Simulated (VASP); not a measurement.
Input of a VASP 6.6.1 run:

File INCAR:

```
PREC = Accurate ; ENCUT = 520
EDIFF = 1E-7 ; ISMEAR = 0
SIGMA = 0.1 ; LREAL = False
LASPH = True ; NELM = 80
ALGO = Fast ; ISIF = 2
LWAVE = False ; LCHARG = False
GGA = PE ; NBANDS = 28
```

KPOINTS

```
Automatic mesh
0
Gamma
  8 8 8
```

The input POSCAR:

```
K3W
1.0
    5.4593127041      0.0000000000      0.0000000000
    0.0000000000      5.4593127041      0.0000000000
    0.0000000000      0.0000000000      5.4593127041
K W
3 1
Direct
    0.0000000000      0.5000000000      0.5000000000
    0.5000000000      0.0000000000      0.5000000000
    0.5000000000      0.5000000000      0.0000000000
    0.0000000000      0.0000000000      0.0000000000
```

Potentials or basis: VASP PAW PBE potentials, release 64 (K_sv, W_sv).

Run with:

```sh
$ cat potpaw_PBE.64/K_sv/POTCAR potpaw_PBE.64/W_sv/POTCAR > POTCAR
$ mpirun -np 1 vasp_std > vasp.out
```

(1) Predict the pressure.

(2) Predict the band gap on the k mesh.

## Answers

(1) 0.0 GPa.

(2) zero (an odd number of electrons rules out a gap without spin polarisation).

Caveat: spin-orbit coupling is left out, which moves the levels of the heavy elements.
